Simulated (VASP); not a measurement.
# SiC (Cm) in VASP: a series of runs, part 3 of 3

VASP 6.6.1. The steps go on from the part before.

### Step 6. Single point, LDA

This run uses another cell than the first one, of the same volume but with other edges.

INCAR

```
ALGO = Normal
EDIFF = 1E-7
ENCUT = 520
GGA = CA
ISIF = 2
ISMEAR = 0
LASPH = True
LCHARG = False
LREAL = False
LWAVE = False
NBANDS = 26
NELM = 60
PREC = Accurate
SIGMA = 0.05
```

KPOINTS

```
k-points
0
Gamma
  10 10 3
```

POSCAR

```
SiC
1.0
   -3.0759982064      0.0000000000      0.0000000000
   -1.5379991032     -2.6638925888      0.0000000000
   -4.2296513338     -2.4419903361     10.0960000000
Si C
4 4
Direct
   -0.2659592917     -0.2659592917      0.6537500000
    0.1923907083      0.1923907083      0.1537500000
   -0.1618009583     -0.1618009583      0.9037500000
    0.2965490417      0.2965490417      0.4037500000
   -0.4424240417     -0.4424240417      0.8462500000
    0.0159259583      0.0159259583      0.3462500000
    0.5784342917      0.5784342917      0.0962500000
    0.1200842917      0.1200842917      0.5962500000
```

Potentials or basis: VASP PAW LDA potentials, release 64 (Si, C).

Started as:

```
> cat potpaw_LDA.64/Si/POTCAR potpaw_LDA.64/C/POTCAR > POTCAR
> mpirun -np 1 vasp_std > vasp.out
```

OUTCAR:

```text
EDIFF = 1E-7
   ENCUT = 520
   GGA = CA
   ISIF = 2
   ISMEAR = 0
   LASPH = True
   LREAL = False
   NELM = 60
   PREC = Accurate

 ion  position               nearest neighbor table
   1  0.734  0.734  0.654-   8 1.87   8 1.87   8 1.87   5 1.94   3 3.09   4 3.09   4 3.09   3 3.09
                             4 3.09   3 3.09
   2  0.192  0.192  0.154-   7 1.87   7 1.87   7 1.87   6 1.94   3 2.99   3 2.99   4 3.09   4 3.09
                             4 3.09
   3  0.838  0.838  0.904-   5 1.87   5 1.87   5 1.87   7 1.99   2 2.99   2 2.99   1 3.09   1 3.09
                             1 3.09
[... 916 lines left out ...]
  Total       -1.4440837     -1.4212707     -3.0712865     -0.0197567     -1.7135812     -2.9680097
  in kB      -27.9673179    -27.5255020    -59.4810717     -0.3826238    -33.1866286    -57.4809270
  external PRESSURE =     -38.3246305 kB  Pullay stress =       0.0000000 kB

 VOLUME and BASIS-vectors are now :
 -----------------------------------------------------------------------------
  energy-cutoff  :      520.00
  volume of cell :       82.73
      direct lattice vectors                 reciprocal lattice vectors
    -3.075998206  0.000000000  0.000000000    -0.325097719  0.187695255 -0.090798336
    -1.537999103 -2.663892589  0.000000000     0.000000000 -0.375390511 -0.090798336
    -4.229651334 -2.441990336 10.096000000     0.000000000  0.000000000  0.099049128

 POSITION                                       TOTAL-FORCE (eV/Angst)
 -----------------------------------------------------------------------------------
     -6.15200     -3.55186      6.60026         0.099522      0.057459      0.665589
     -1.53800     -0.88796      1.55226        -0.028722     -0.016583      0.780675
     -7.69000     -4.43982      9.12426         0.948086      0.547378      0.849409
     -3.07600     -1.77593      4.07626        -0.008496     -0.004905      0.691204
     -6.15200     -3.55186      8.54374         0.115983      0.066963     -0.791840
     -1.53800     -0.88796      3.49574        -0.082652     -0.047719     -0.679737
     -3.07600     -1.77593      0.97174        -1.051107     -0.606857     -0.813742
     -3.07600     -1.77593      6.01974         0.007386      0.004264     -0.701558
 -----------------------------------------------------------------------------------
    total drift:                                0.000349      0.000202      0.000336

  FREE ENERGIE OF THE ION-ELECTRON SYSTEM (eV)
  ---------------------------------------------------
  free  energy   TOTEN  =       -66.1614075141 eV

  energy  without entropy=      -66.1614075141  energy(sigma->0) =      -66.16140751
```

stdout:

```text
POSCAR found type information on POSCAR SiC
 POSCAR found :  2 types and       8 ions
 scaLAPACK will be used
 LDA part: xc-table for (Slater(with rela. corr.)+CA(PZ))
 , standard interpolation
 POSCAR, INCAR and KPOINTS ok, starting setup
 FFT: planning ... GRIDC
 FFT: planning ... GRID_SOFT
 FFT: planning ... GRID
 WAVECAR not read
 entering main loop
```

Run time: 2.7 min. Hardware: 1 thread of AMD EPYC 7R43 (Zen 3), shared host; peak memory 0.23 GiB.

What came out:

```yaml
Free_energy: -66.1614 eV
Pressure: -3.8 GPa
Largest_force: 1.461 eV/Å
Band_gap_on_the_k_mesh: 2.07 eV, indirect (least direct gap 3.74 eV)
```

Forces on the atoms (eV/Å):
```
Si   0.100  0.057  0.666
Si  -0.029 -0.017  0.781
Si   0.948  0.547  0.849
Si  -0.008 -0.005  0.691
C    0.116  0.067 -0.792
C   -0.083 -0.048 -0.680
C   -1.051 -0.607 -0.814
C    0.007  0.004 -0.702
```

Stress tensor (GPa, compression positive):
```
-2.80 -0.04 -5.75
-0.04 -2.75 -3.32
-5.75 -3.32 -5.95
```

Levels at points of the mesh, in eV from the valence-band top:
```csv
k point,band 14,band 15,band 16,band 17,band 18,band 19
"(0.00, 0.00, 0.00)",-0.56,-0.56,0.00,4.44,5.33,5.45
"(0.50, 0.00, 0.00)",-2.52,-2.08,-1.88,2.51,2.62,2.81
"(0.50, 0.50, 0.00)",-2.71,-2.05,-1.71,2.19,2.63,2.94
```

Caveat: forces of over 1 eV/Å act on the atoms, so gaps and moduli don't describe the material at rest. A k mesh can miss the band edges.

### Step 7. The runs side by side

| cell | gap on the mesh (eV) | pressure (GPa) | largest force (eV/Å) |
| --- | --- | --- | --- |
| a = 3.076, b = 3.076, c = 10.183 Å, angles 83.5, 83.5, 60.0°, 8 atoms | 0.13 | -4.9 | 1.45 |
| a = 3.076, b = 3.076, c = 10.337 Å, angles 79.3, 79.3, 60.0°, 8 atoms | 0.24 | -5.0 | 1.03 |
| a = 3.076, b = 3.076, c = 10.563 Å, angles 75.2, 75.2, 60.0°, 8 atoms | 0.07 | -3.6 | 1.84 |
| a = 3.076, b = 3.076, c = 10.858 Å, angles 71.4, 71.4, 60.0°, 8 atoms | 0.43 | -3.5 | 2.37 |
| a = 3.076, b = 3.076, c = 11.215 Å, angles 67.8, 67.8, 60.0°, 8 atoms | 2.07 | -3.8 | 1.46 |

Alike in all rows: task single point; level LDA; potentials or basis VASP PAW LDA potentials, release 64 (Si, C); no spin polarisation; k mesh 10 × 10 × 3; cutoff (eV) 520; smearing gaussian 0.05 eV.

Caveats: forces of over 1 eV/Å act on the atoms, so gaps and moduli don't describe the material at rest.

Absolute energies hang on the potentials; compare differences alone.
